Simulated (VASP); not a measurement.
A run of VASP 6.6.1:

Contents of INCAR:

```
SYSTEM = In
PREC = Accurate
ENCUT = 520
EDIFF = 1E-7
ISMEAR = 1
SIGMA = 0.1
LREAL = .FALSE.
LASPH = .TRUE.
NELM = 80
ALGO = Normal
ISIF = 2
LWAVE = .FALSE.
LCHARG = .FALSE.
GGA = PS
NBANDS = 12
```

Contents of KPOINTS:

```
regular mesh
0
G
  8 8 3
  0 0 0
```

POSCAR

```
In
1.0
    3.1605900000      0.0000000000      0.0000000000
   -1.5802950000      2.7371510000      0.0000000000
    0.0000000000      0.0000000000      9.0575750000
In
1
Direct
    0.6666666667      0.3333333333      0.0000000000
```

Potentials or basis: VASP PAW PBE potentials, release 64 (In_d).

Launch:

```sh
$ cat potpaw_PBE.64/In_d/POTCAR > POTCAR
$ mpirun -np 1 vasp_std > vasp.out
```

Hardware: 1 thread of Intel(R) Xeon(R) 6975P-C (Granite Rapids), with other jobs on the host.

How long does it take, and how much memory?

It took 9 s on 1 thread of Intel(R) Xeon(R) 6975P-C (Granite Rapids), on a shared host, peak memory 0.18 GiB. Counts: scf iterations 15, k points 20.
